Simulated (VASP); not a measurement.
Crystal: CuO.

```xyz
4
Lattice="1.9641 -2.1244 0.0000 1.9641 2.1244 0.0000 0.0000 0.0000 5.0862" Properties=species:S:1:pos:R:3 pbc="T T T"
Cu    0.9820   -1.0622    0.0000
Cu    0.9820    1.0622    2.5431
O     1.9641    0.0000    1.2716
O     1.9641    0.0000    3.8147
```

Base run:

| Item | Value |
| --- | --- |
| Program | VASP 6.6.1 |
| Functional | LDA |
| Potentials or basis | VASP PAW LDA potentials, release 64 (Cu_sv_GW, O) |
| Cutoff | 820 eV |
| k mesh | 9 × 9 × 5 |
| Occupations | fermi-dirac, width 0.05 eV |
| Spin | no spin polarisation |

Its results: band gap on the k mesh zero (bands 25 and 26 overlap by 0.90 eV); pressure -6.3 GPa.

Q: The run is repeated on the same cell with these changes: functional from LDA to RPBE; potentials or basis from VASP PAW LDA potentials, release 64 (Cu_sv_GW, O) to VASP PAW PBE potentials, release 64 (Cu_sv_GW, O). What comes out?

A: Band gap on the k mesh zero (bands 25 and 26 overlap by 0.88 eV); pressure 13.1 GPa.

Caveats: semilocal functionals often make such compounds metallic where correlation or magnetic order opens a gap, which also shifts bond lengths; the cell stands under tension (at least some runs); the cell stands under pressure (at least some runs); the PAW data sets were made with another functional, which shifts forces and pressure a little (at least some runs).
